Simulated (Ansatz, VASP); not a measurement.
## One calculation of InSe, two programs

Contents of INCAR:

```
PREC = Accurate ; ENCUT = 520
EDIFF = 1E-6 ; ISMEAR = 0
SIGMA = 0.05 ; LREAL = F
LASPH = T ; NELM = 80
ALGO = Normal ; ISIF = 2
LWAVE = F ; LCHARG = F
LDIPOL = T ; IDIPOL = 3
DIPOL = 0.5 0.5 0.412 ; GGA = PE
IVDW = 12 ; NBANDS = 48
```

File KPOINTS:

```
regular mesh
0
Gamma
  9 9 1
```

The input POSCAR:

```
InSe
1.0
    4.0266104108      0.0000000000      0.0000000000
   -2.0133052054      3.4871469069      0.0000000000
    0.0000000000      0.0000000000     28.2707105452
Se In
4 4
Direct
    0.0000000000      0.0000000000      0.1591753413
    0.0000000000      0.0000000000      0.3496677332
    0.4444444444      0.2222222222      0.4738244994
    0.4444444444      0.2222222222      0.6643168913
    0.6666666667      0.3333333333      0.2049979888
    0.6666666667      0.3333333333      0.3038451603
   -0.2222222222     -0.1111111111      0.5196471469
   -0.2222222222     -0.1111111111      0.6184943184
```

Input for Ansatz:

```yaml
crystal:
  lattice:
    - [4.026610364, 0.0, 0.0]
    - [-2.013305182, 3.4871468663, 0.0]
    - [0.0, 0.0, 28.2707108021]
  atoms:
    - { symbol: Se, position: [0.0, 0.0, 0.1591753399] }
    - { symbol: In, position: [0.6666666667, 0.3333333333, 0.2049979895] }
    - { symbol: In, position: [0.6666666667, 0.3333333333, 0.3038451603] }
    - { symbol: Se, position: [0.0, 0.0, 0.3496677346] }
    - { symbol: Se, position: [0.4444444444, 0.2222222222, 0.4738244997] }
    - { symbol: In, position: [-0.2222222222, -0.1111111111, 0.5196471493] }
    - { symbol: In, position: [-0.2222222222, -0.1111111111, 0.6184943201] }
    - { symbol: Se, position: [0.4444444444, 0.2222222222, 0.6643168944] }
basis:
  ecutwfc: 420
kpoints:
  mp_grid: { grid: [9, 9, 1] }
hamiltonian:
  xc: pbe
  pseudopotentials: { kind: paw, azcp: { folder: soft_1 } }
  dispersion: d3bj
scf:
  occupations: { method: gaussian, width: 0.05 }
output:
  forces: true
  eigenvalues: true
efield:
  axis: 3
  dipole_correction: true
  ramp_width: 0.04
```

Alike in both runs: task single point; functional PBE; dispersion D3(BJ); k mesh 9 × 9 × 1; occupations gaussian, width 0.05 eV; no spin polarisation.

|  | VASP | Ansatz |
| --- | --- | --- |
| version | VASP 6.6.1 | Ansatz 0.2.0 |
| potentials or method | VASP PAW PBE potentials, release 64 (Se, In_d), cutoff 520 eV | scalar-relativistic, plane waves, PAW |
| valence electrons in the cell | 76 | 116 |

|  | VASP | Ansatz | Ansatz less VASP |
| --- | --- | --- | --- |
| gap on the k mesh at the Fermi level (eV) | 1.20 | 1.21 | +0.010 |
| least direct gap on the mesh (eV) | 1.24 | 1.25 | +0.009 |
| rms of the force components (eV/Å) | 0.019 | 0.017 | -0.0024 |

VASP's potentials hold 76 valence electrons a cell and Ansatz's 116, so a difference there can come from the potentials and not from the codes.
